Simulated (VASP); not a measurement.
Set up this calculation in VASP 6.6.1, as the native input.

| Item | Value |
| --- | --- |
| Task | single point |
| Functional | r2SCAN |
| Potentials or basis | VASP PAW PBE potentials, release 64 (Ir_sv_GW) |
| Cutoff | 550 eV |
| k mesh | 18 × 18 × 12 |
| Occupations | gaussian, width 0.15 eV |
| Spin | no spin polarisation |
| Dipole correction | no |
| Further INCAR settings | ALGO = Normal; EDIFF = 1e-06; NBANDS = 24 |

Ir:

```
Ir
1.0
     2.53127    0.00000    0.00000
    -1.26563    2.19214    0.00000
     0.00000    0.00000    4.10531
Ir
2
Direct
  0.66667 0.33333 0.75000
  0.33333 0.66667 0.25000
```

This cell differs from its parent crystal: strain -0.080 along x and y, -0.080 along z.

These files were run (other wordings do the same):

POSCAR

```
Ir
1.0
    2.5312676630      0.0000000000      0.0000000000
   -1.2656338315      2.1921420999      0.0000000000
    0.0000000000      0.0000000000      4.1053068000
Ir
2
Direct
    0.6666666667      0.3333333333      0.7500000000
    0.3333333333      0.6666666667      0.2500000000
```

INCAR.step1

```
SYSTEM = Ir
PREC     = Accurate       ! precision mode
ENCUT    = 550            ! plane-wave cutoff, eV
ISMEAR   = 0              ! smearing method
SIGMA    = 0.15           ! smearing width, eV
LREAL    = .False.        ! projectors in reciprocal space
LASPH    = .True.         ! aspherical terms in the spheres
NELM     = 120            ! most SCF steps
NBANDS   = 24             ! bands
GGA      = PE             ! functional
ALGO     = Normal         ! electronic algorithm
EDIFF    = 1E-5           ! SCF threshold, eV
LWAVE    = .True.         ! write WAVECAR
LCHARG   = .False.        ! write CHGCAR
GGA_COMPAT= .False.
```

INCAR.step2

```
SYSTEM = Ir
PREC     = Accurate       ! precision mode
ENCUT    = 550            ! plane-wave cutoff, eV
EDIFF    = 1E-6           ! SCF threshold, eV
ISMEAR   = 0              ! smearing method
SIGMA    = 0.15           ! smearing width, eV
LREAL    = .False.        ! projectors in reciprocal space
LASPH    = .True.         ! aspherical terms in the spheres
NELM     = 120            ! most SCF steps
ALGO     = Normal         ! electronic algorithm
ISIF     = 2              ! what is computed and relaxed
LWAVE    = .False.        ! write WAVECAR
LCHARG   = .False.        ! write CHGCAR
METAGGA  = R2SCAN         ! meta-GGA
LMIXTAU  = .True.       
NBANDS   = 24             ! bands
ISTART   = 1            
GGA_COMPAT= .False.
```

KPOINTS

```
regular mesh
0
Gamma
  18 18 12
  0 0 0
```

Potentials or basis: VASP PAW PBE potentials, release 64 (Ir_sv_GW).

Command:

```bash
$ cat potpaw_PBE.64/Ir_sv_GW/POTCAR > POTCAR
$ cp INCAR.step1 INCAR
$ mpirun -np 1 vasp_std > vasp.out
$ cp INCAR.step2 INCAR
$ mpirun -np 1 vasp_std > vasp.out
```

Results of the run:

```
Pressure               : 144.3 GPa
Band gap on the k mesh : zero (bands 17 and 18 overlap by 4.97 eV)
```

Caveat: the cell differs from its parent crystal (strain -0.080 along x and y, -0.080 along z); the cell stands under pressure; the PAW data sets were made with another functional, which shifts forces and pressure a little; spin-orbit coupling is left out, which moves the levels of the heavy elements.

Wall time 12 min on 1 thread of Intel(R) Xeon(R) Platinum 8259CL CPU @ 2.50GHz (Skylake/Cascade Lake), with other jobs on the host, peak memory 0.25 GiB.
